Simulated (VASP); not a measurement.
# Sm2Si (Fm-3m) in VASP: notebook

Sm2Si is run at these levels: PBE; tasks: single point, relaxation of cell and atoms.

All numbers are computed with VASP 6.6.1; they aren't measurements. Logs are shortened: lines on timing, memory, paths and dates and some standing lists are left out, and cuts for length are marked.

## 1. The cell of the first run

Symmetry: Fm-3m, No. 225, cubic system. Conventional cell: a = 6.998 Å, b = 6.998 Å, c = 6.998 Å, α = 90.00°, β = 90.00°, γ = 90.00°. Within 4.0 Å of Sm (site symmetry -43m) lie 4 Si at 3.03 Å and 6 Sm at 3.50 Å. Within 4.0 Å of Si (site symmetry m-3m) lie 8 Sm at 3.03 Å.

The cell was built from a structure type or drawn by symmetry, and may not be a known phase.

## 2. Single point, PBE

INCAR

```
SYSTEM = Sm2Si
ALGO = Normal
EDIFF = 1E-6
ENCUT = 500
GGA = PE
GGA_COMPAT = .FALSE.
ISIF = 2
ISMEAR = 0
LASPH = .TRUE.
LCHARG = .FALSE.
LMAXMIX = 6
LREAL = .FALSE.
LWAVE = .FALSE.
NBANDS = 20
NELM = 200
PREC = Accurate
SIGMA = 0.1
```

KPOINTS

```
k-points
0
G
  4 4 4
  0 0 0
```

POSCAR

```
Sm2Si
1.0
    0.0000000000      3.4988478600      3.4988478600
    3.4988478600      0.0000000000      3.4988478600
    3.4988478600      3.4988478600      0.0000000000
Sm Si
2 1
Direct
    0.2500000000      0.2500000000      0.2500000000
    0.7500000000      0.7500000000      0.7500000000
    0.0000000000      0.0000000000      0.0000000000
```

Potentials or basis: VASP PAW PBE potentials, release 64 (Sm_3, Si), 4f in core.

Run with:

```bash
$ cat potpaw_PBE.64/Sm_3/POTCAR potpaw_PBE.64/Si/POTCAR > POTCAR
$ mpirun -np 1 vasp_std > vasp.out
```

OUTCAR:

```text
SYSTEM = Sm2Si
   EDIFF = 1E-6
   ENCUT = 500
   GGA = PE
   ISIF = 2
   ISMEAR = 0
   LASPH = .TRUE.
   LREAL = .FALSE.
   NELM = 200
   PREC = Accurate

 ion  position               nearest neighbor table
   1  0.250  0.250  0.250-   3 3.03   3 3.03   3 3.03   3 3.03   2 3.50   2 3.50   2 3.50   2 3.50
                             2 3.50   2 3.50
   2  0.750  0.750  0.750-   3 3.03   3 3.03   3 3.03   3 3.03   1 3.50   1 3.50   1 3.50   1 3.50
                             1 3.50   1 3.50
   3  0.000  0.000  0.000-   1 3.03   2 3.03   2 3.03   2 3.03   2 3.03   1 3.03   1 3.03   1 3.03

  LATTYP: Found a face centered cubic cell.
 ALAT       =     6.9976957200

  Lattice vectors:

 A1 = (   0.0000000000,   3.4988478600,   3.4988478600)
 A2 = (   3.4988478600,   0.0000000000,   3.4988478600)
 A3 = (   3.4988478600,   3.4988478600,   0.0000000000)

Analysis of symmetry for initial positions (statically):
=====================================================================
 Subroutine PRICEL returns:
 Original cell was already a primitive cell.

 Routine SETGRP: Setting up the symmetry group for a
 face centered cubic supercell.

 Subroutine GETGRP returns: Found 48 space group operations
 (whereof 48 operations were pure point group operations)
 out of a pool of 48 trial point group operations.

The static configuration has the point symmetry O_h .

Analysis of symmetry for dynamics (positions and initial velocities):
=====================================================================
 Subroutine PRICEL returns:
 Original cell was already a primitive cell.

 Routine SETGRP: Setting up the symmetry group for a
 face centered cubic supercell.

 Subroutine GETGRP returns: Found 48 space group operations
 (whereof 48 operations were pure point group operations)
 out of a pool of 48 trial point group operations.

The dynamic configuration has the point symmetry O_h .

 Subroutine INISYM returns: Found 48 space group operations
 (whereof 48 operations are pure point group operations),
 and found     1 'primitive' translations

----------------------------------------------------------------------------------------

                                     Primitive cell

  volume of cell :      85.6653

  direct lattice vectors                    reciprocal lattice vectors
     0.000000000  3.498847860  3.498847860    -0.142904184  0.142904184  0.142904184
     3.498847860  0.000000000  3.498847860     0.142904184 -0.142904184  0.142904184
     3.498847860  3.498847860  0.000000000     0.142904184  0.142904184 -0.142904184

  length of vectors
     4.948118096  4.948118096  4.948118096     0.247517308  0.247517308  0.247517308

  position of ions in fractional coordinates (direct lattice)
     0.250000000  0.250000000  0.250000000
     0.750000000  0.750000000  0.750000000
     0.000000000  0.000000000  0.000000000

  ion indices of the primitive-cell ions
   primitive index   ion index
                 1           1
                 2           2
                 3           3

----------------------------------------------------------------------------------------

 KPOINTS: k-points

Automatic generation of k-mesh.
 Grid dimensions read from file:
 generate k-points for:    4    4    4

 Generating k-lattice:

  Cartesian coordinates                     Fractional coordinates (reciprocal lattice)
    -0.035726046  0.035726046  0.035726046     0.250000000  0.000000000  0.000000000
     0.035726046 -0.035726046  0.035726046     0.000000000  0.250000000  0.000000000
     0.035726046  0.035726046 -0.035726046     0.000000000  0.000000000  0.250000000

  Length of vectors
     0.061879327  0.061879327  0.061879327

  Shift w.r.t. Gamma in fractional coordinates (k-lattice)
     0.000000000  0.000000000  0.000000000

 Subroutine IBZKPT returns following result:
 ===========================================

 Found      8 irreducible k-points:

 Following reciprocal coordinates:
            Coordinates               Weight
  0.000000  0.000000  0.000000      1.000000
  0.250000  0.000000  0.000000      8.000000
  0.500000  0.000000  0.000000      4.000000
  0.250000  0.250000  0.000000      6.000000
  0.500000  0.250000  0.000000     24.000000
 -0.250000  0.250000  0.000000     12.000000
  0.500000  0.500000  0.000000      3.000000
 -0.250000  0.500000  0.250000      6.000000
   k-points           NKPTS =      8   k-points in BZ     NKDIM =      8   number of bands    NBANDS=     20
   number of dos      NEDOS =    301   number of ions     NIONS =      3
   total plane-waves  NPLWV =  46656
   dimension x,y,z NGX =    36 NGY =   36 NGZ =   36
   dimension x,y,z NGXF=    72 NGYF=   72 NGZF=   72
   ions per type =               2   1
   NGX,Y,Z   is equivalent  to a cutoff of  12.10, 12.10, 12.10 a.u.
   NGXF,Y,Z  is equivalent  to a cutoff of  24.19, 24.19, 24.19 a.u.
 SYSTEM =  Sm2Si
   PREC   = accura    normal or accurate (medium, high low for compatibility)
   ISTART =      0    job   : 0-new  1-cont  2-samecut
   ICHARG =      2    charge: 1-file 2-atom 10-const
   ISPIN  =      1    spin polarized calculation?
   LNONCOLLINEAR =      F non collinear calculations
   LSORBIT =      F    spin-orbit coupling
   LASPH  =      T    aspherical Exc in radial PAW
   ENCUT  =  500.0 eV  36.75 Ry    6.06 a.u.   9.02  9.02  9.02*2*pi/ulx,y,z
   NELM   =    200;   NELMIN=  2; NELMDL= -5     # of ELM steps
   EDIFF  = 0.1E-05   stopping-criterion for ELM
   LREAL  =      F    real-space projection
   EDIFFG = 0.1E-04   stopping-criterion for IOM
   NSW    =      0    number of steps for IOM
   IBRION =     -1    ionic relax: 0-MD 1-quasi-New 2-CG
   NFREE  =      0    steps in history (QN), initial steepest desc. (CG)
   ISIF   =      2    stress and relaxation
   ISYM   =      2    0-nonsym 1-usesym 2-fastsym
   POTIM  = 0.5000    time-step for ionic-motion
   TEBEG  =    0.0;   TEEND  =   0.0 temperature during run
   PSTRESS=    0.0 pullay stress
   NELECT =      26.0000    total number of electrons
   NUPDOWN=      -1.0000    fix difference up-down
   EMIN   =  10.00;   EMAX   =-10.00  energy-range for DOS
   EFERMI =   0.00;   METHOD = LEGACY
   ISMEAR =     0;   SIGMA  =   0.10  broadening in eV -4-tet -1-fermi 0-gaus
   EFERMI_NEDOS =   21; number of points for ismear=-14 and -15
   IALGO  =     38    algorithm
   IMIX   =      4    mixing-type and parameters
     AMIX     =   0.40;   BMIX     =  1.00
     AMIX_MAG =   1.60;   BMIX_MAG =  1.00
  volume/ion in A,a.u.               =      28.56       192.70
  Fermi-wavevector in a.u.,A,eV,Ry     =   1.100181  2.079041 16.468474  1.210399
  Thomas-Fermi vector in A             =   2.236588
   LORBIT       =      0    0 simple, 1 ext, 2 COOP (PROOUT), +10 PAW based schemes
   GGA     = PE    functional components
   LHFCALC =     F    Hartree Fock is set to
   AEXX    =    0.0000 exact exchange contribution
   IVDW    =     0    specifies the selected vdW correction
   LEPSILON=     F    determine dielectric tensor
   LRPA    =     F    only Hartree local field effects (RPA)
 non-spin polarized calculation
 Gauss-broadening in eV      SIGMA  =   0.10
  energy-cutoff  :      500.00
  volume of cell :       85.67
 maximum number of plane-waves:      2200
   NGX = 17   NGY = 17   NGZ = 17

 number of electron      25.9999999 magnetization

 Free energy of the ion-electron system (eV)
  ---------------------------------------------------
  ext. energy  EPLUGINS =         0.00000000
  ---------------------------------------------------
  free energy    TOTEN  =       -16.06041237 eV

  energy without entropy =      -16.02890995  energy(sigma->0) =      -16.04466116

 E-fermi :   3.4570     XC(G=0):  -9.7427

 val. band max:        3.4368857132   @ k =   0.2500   0.2500   0.0000
 cond. band min:       3.4679497702   @ k =   0.5000   0.5000   0.0000
 fundamental gap:      0.0310640570
 Fermi energy:         3.4570477428

 k-point     1 :       0.0000    0.0000    0.0000
  band No.  band energies     occupation
      1     -37.4918      2.00000
      2     -37.3486      2.00000
      3     -17.1047      2.00000
      4     -17.1047      2.00000
      5     -17.1047      2.00000
      6     -16.6182      2.00000
      7     -16.6182      2.00000
      8     -16.6182      2.00000
      9      -4.1388      2.00000
     10       1.1051      2.00000
     11       1.1051      2.00000
     12       1.1051      2.00000
     13       2.8863      2.00000
     14       2.8863      2.00000
     15       4.5818      0.00000
     16       8.1910      0.00000
     17       8.1910      0.00000
     18       8.1910      0.00000
     19       9.1531      0.00000
     20       9.1531      0.00000

 k-point     2 :       0.2500    0.0000    0.0000
  band No.  band energies     occupation
      1     -37.4704      2.00000
      2     -37.3691      2.00000
      3     -17.0587      2.00000
      4     -17.0417      2.00000
      5     -17.0417      2.00000
      6     -16.7223      2.00000
      7     -16.6981      2.00000
      8     -16.6981      2.00000
      9      -3.7166      2.00000
     10       0.8924      2.00000
     11       1.5081      2.00000
     12       1.5081      2.00000
     13       3.4312      1.28521
     14       3.4312      1.28521
     15       5.8819      0.00000
     16       6.5020      0.00000
     17       6.8129      0.00000
     18       6.8129      0.00000
     19       7.6756      0.00000
     20       7.7709      0.00000

 k-point     3 :       0.5000    0.0000    0.0000
  band No.  band energies     occupation
      1     -37.4194      2.00000
      2     -37.4193      2.00000
      3     -16.9356      2.00000
      4     -16.9019      2.00000
      5     -16.8842      2.00000
      6     -16.8842      2.00000
      7     -16.8725      2.00000
      8     -16.8725      2.00000
      9      -3.2759      2.00000
     10       1.0896      2.00000
     11       2.0586      2.00000
     12       2.0586      2.00000
     13       4.4948      0.00000
     14       4.4948      0.00000
     15       4.9378      0.00000
     16       5.4637      0.00000
     17       5.7247      0.00000
     18       5.7247      0.00000
     19       5.8944      0.00000
     20       5.8944      0.00000

 k-point     4 :       0.2500    0.2500    0.0000
  band No.  band energies     occupation
      1     -37.4673      2.00000
      2     -37.3718      2.00000
      3     -17.1538      2.00000
      4     -17.1538      2.00000
      5     -16.9826      2.00000
      6     -16.8066      2.00000
      7     -16.5849      2.00000
      8     -16.5849      2.00000
      9      -3.6108      2.00000
     10       0.4384      2.00000
     11       1.9164      2.00000
     12       1.9164      2.00000
     13       3.2828      1.98629
     14       3.4369      1.22446
     15       5.5083      0.00000
     16       6.2951      0.00000
     17       6.2951      0.00000
     18       6.7571      0.00000
     19       7.9649      0.00000
     20       8.6207      0.00000

 k-point     5 :       0.5000    0.2500    0.0000
  band No.  band energies     occupation
      1     -37.4359      2.00000
      2     -37.4022      2.00000
      3     -17.1940      2.00000
      4     -17.1201      2.00000
      5     -17.1076      2.00000
      6     -16.6598      2.00000
      7     -16.6474      2.00000
      8     -16.6043      2.00000
      9      -3.2083      2.00000
     10       0.8206      2.00000
     11       2.0562      2.00000
     12       2.4489      2.00000
     13       3.2672      1.99274
     14       4.1354      0.00000
     15       4.4994      0.00000
     16       5.4898      0.00000
     17       5.8150      0.00000
     18       6.8528      0.00000
     19       6.9192      0.00000
     20       7.5751      0.00000

 k-point     6 :      -0.2500    0.2500    0.0000
  band No.  band energies     occupation
      1     -37.4431      2.00000
      2     -37.3954      2.00000
      3     -17.2089      2.00000
      4     -16.9507      2.00000
      5     -16.9196      2.00000
      6     -16.8586      2.00000
      7     -16.8365      2.00000
      8     -16.5527      2.00000
      9      -3.3189      2.00000
     10       1.0601      2.00000
     11       1.8542      2.00000
     12       1.9242      2.00000
     13       3.4289      1.30984
     14       4.4162      0.00000
     15       4.7422      0.00000
     16       5.5763      0.00000
     17       5.8649      0.00000
     18       6.7156      0.00000
     19       7.1610      0.00000
     20       7.7569      0.00000

 k-point     7 :       0.5000    0.5000    0.0000
  band No.  band energies     occupation
      1     -37.4426      2.00000
      2     -37.3949      2.00000
      3     -17.3196      2.00000
      4     -17.2020      2.00000
      5     -17.2020      2.00000
      6     -16.5513      2.00000
      7     -16.5513      2.00000
      8     -16.4893      2.00000
      9      -3.1369      2.00000
     10       0.3354      2.00000
     11       2.8712      2.00000
     12       2.9397      2.00000
     13       2.9397      2.00000
     14       3.4679      0.87747
     15       3.7858      0.00000
     16       6.1841      0.00000
     17       6.1841      0.00000
     18       6.5755      0.00000
     19       6.5755      0.00000
     20       8.9570      0.00000

 k-point     8 :      -0.2500    0.5000    0.2500
  band No.  band energies     occupation
      1     -37.4188      2.00000
      2     -37.4188      2.00000
      3     -17.2757      2.00000
      4     -17.2471      2.00000
      5     -16.8878      2.00000
      6     -16.8878      2.00000
      7     -16.5236      2.00000
      8     -16.5172      2.00000
      9      -3.0995      2.00000
     10       1.3590      2.00000
     11       1.3590      2.00000
     12       2.6009      2.00000
     13       3.2165      1.99933
     14       4.3272      0.00000
     15       4.3272      0.00000
     16       5.8773      0.00000
     17       5.8773      0.00000
     18       5.9801      0.00000
     19       6.8322      0.00000
     20       7.6531      0.00000

------------------------ aborting loop because EDIFF is reached ----------------------------------------

  FORCE on cell =-STRESS in cart. coord.  units (eV):
  Direction    XX          YY          ZZ          XY          YZ          ZX
  --------------------------------------------------------------------------------------
  -------------------------------------------------------------------------------------
  Total        0.3448658      0.3448658      0.3448658     -0.0000000      0.0000000      0.0000000
  in kB        6.4499389      6.4499389      6.4499389     -0.0000000      0.0000000      0.0000000
  external PRESSURE =       6.4499389 kB  Pullay stress =       0.0000000 kB

 VOLUME and BASIS-vectors are now :
 -----------------------------------------------------------------------------
  energy-cutoff  :      500.00
  volume of cell :       85.67
      direct lattice vectors                 reciprocal lattice vectors
     0.000000000  3.498847860  3.498847860    -0.142904184  0.142904184  0.142904184
     3.498847860  0.000000000  3.498847860     0.142904184 -0.142904184  0.142904184
     3.498847860  3.498847860  0.000000000     0.142904184  0.142904184 -0.142904184

 POSITION                                       TOTAL-FORCE (eV/Angst)
 -----------------------------------------------------------------------------------
      1.74942      1.74942      1.74942        -0.000000      0.000000      0.000000
      5.24827      5.24827      5.24827         0.000000     -0.000000     -0.000000
      0.00000      0.00000      0.00000        -0.000000     -0.000000     -0.000000
 -----------------------------------------------------------------------------------
    total drift:                                0.000000      0.000000      0.000000

  FREE ENERGIE OF THE ION-ELECTRON SYSTEM (eV)
  ---------------------------------------------------
  free  energy   TOTEN  =       -16.0604123674 eV

  energy  without entropy=      -16.0289099499  energy(sigma->0) =      -16.04466116
```

Wall time 11 s (1 thread of Intel Xeon Platinum 8259CL at 2.50GHz (Skylake/Cascade Lake), shared host); peak memory 0.2 GiB.

Results:

```yaml
Free_energy: -16.0604 eV
Pressure: 0.6 GPa
Band_gap_on_the_k_mesh: zero (bands 13 and 14 overlap by 1.61 eV)
```

Caveat: the k points lie up to 0.39 Å⁻¹ apart, too coarse for converged energies and pressures of a metal; spin-orbit coupling is left out, which moves the levels of the heavy elements; the 4f electrons are frozen in the core, so they carry no moment and show no levels. Spin polarisation is off, so any magnetic state and its effect on volume and gap are missing.

[end of part 1 of 2]
